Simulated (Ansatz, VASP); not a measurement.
**One calculation of TaF3, two programs**

```
CELL_PARAMETERS angstrom
3.90120 0.00000 0.00000
0.00000 3.90120 0.00000
0.00000 0.00000 3.90120
ATOMIC_POSITIONS crystal
Ta 0.00000 0.00000 0.00000
F 0.00000 0.00000 0.50000
F 0.00000 0.50000 0.00000
F 0.50000 0.00000 0.00000
```

Alike in both runs: task relaxation of cell and atoms; functional PBE; k mesh 7 × 7 × 7; occupations fermi-dirac, width 0.05 eV; no spin polarisation; Hubbard terms Ta d U = 8.0 eV.

|  | VASP | Ansatz |
| --- | --- | --- |
| version | VASP 6.6.1 | Ansatz 0.2.0 |
| potentials or method | VASP PAW PBE potentials, release 64 (Ta_pv, F) | Ansatz PAW |
| plane-wave cutoff (eV) | 600 | 420 |
| valence electrons in the cell | 32 | 34 |

|  | VASP | Ansatz | Ansatz less VASP |
| --- | --- | --- | --- |
| gap on the k mesh at the Fermi level, each at its own relaxed structure (eV) | none | none | - |
| relaxed volume (Å³/atom) | 18.73 | 18.23 | -0.503 |
| relaxed length of the cell vector where the two differ most in proportion (Å) | 4.216 | 4.178 | -0.0381 |

The programs project onto different local orbitals, so the same U acts differently, and such runs can settle in different states. A gap of «none» marks a metal or a gap that the smearing closes. VASP's potentials hold 32 valence electrons a cell and Ansatz's 34, so a difference there can come from the potentials and not from the codes.

Spin-orbit coupling is off throughout. Noted on VASP's run: the volume moved by over 15 % at a fixed basis, so the end points are rough. Noted on Ansatz's run: the volume moved by over 15 % at a fixed basis, so the end points are rough; the plane-wave basis is chosen anew once the cell has moved, so the energies of steps on either side of that aren't comparable.
